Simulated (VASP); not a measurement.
A run of VASP 6.6.1 is set up as follows.

The input POSCAR:

```
GaN
1.0
    3.1799996605      0.0000000000      0.0000000000
   -1.5899998303      2.7539604900      0.0000000000
    0.0000000000      0.0000000000      5.1660000000
Ga N
2 2
Direct
    0.3333333333      0.6666666667      0.0000000000
    0.6666666667      0.3333333333      0.5000000000
    0.3385925826      0.6692962913      0.3789444370
    0.6719259160      0.3359629580      0.8789444370
```

Contents of INCAR.step1:

```
PREC = Accurate
ENCUT = 520
ISMEAR = 0
SIGMA = 0.05
LREAL = F
LASPH = T
NELM = 100
NBANDS = 26
GGA = PE
ALGO = Normal
EDIFF = 1E-4
LWAVE = T
LCHARG = F
```

File INCAR.step2:

```
PREC = Accurate
ENCUT = 520
EDIFF = 1E-6
ISMEAR = 0
SIGMA = 0.05
LREAL = F
LASPH = T
NELM = 100
ALGO = Normal
ISIF = 2
LWAVE = F
LCHARG = F
METAGGA = R2SCAN
LMIXTAU = T
NBANDS = 26
ISTART = 1
```

Contents of KPOINTS:

```
Automatic mesh
0
Gamma
  12 12 6
```

Potentials or basis: VASP PAW PBE potentials, release 64 (Ga_d, N).

Launch:

```console
$ cat potpaw_PBE.64/Ga_d/POTCAR potpaw_PBE.64/N/POTCAR > POTCAR
$ cp INCAR.step1 INCAR
$ mpirun -np 1 vasp_std > vasp.out
$ cp INCAR.step2 INCAR
$ mpirun -np 1 vasp_std > vasp.out
```

Task: What does it give for the pressure?

Result: 2.2 GPa.

Task: Predict the band gap on the k mesh.

Result: 2.38 eV.

Task: Predict the largest force.

Result: 0.241 eV/Å.

Forces on the atoms (eV/Å):
```
Ga   0.179  0.103  0.123
Ga   0.170  0.098  0.123
N   -0.170 -0.098 -0.123
N   -0.179 -0.103 -0.123
```

Caveat: the cell differs from its parent crystal (all N atoms moved -0.025 Å, as atom 3 towards its neighbour atom 4 (N) at 3.169 Å); the PAW data sets were made with another functional, which shifts forces and pressure a little.
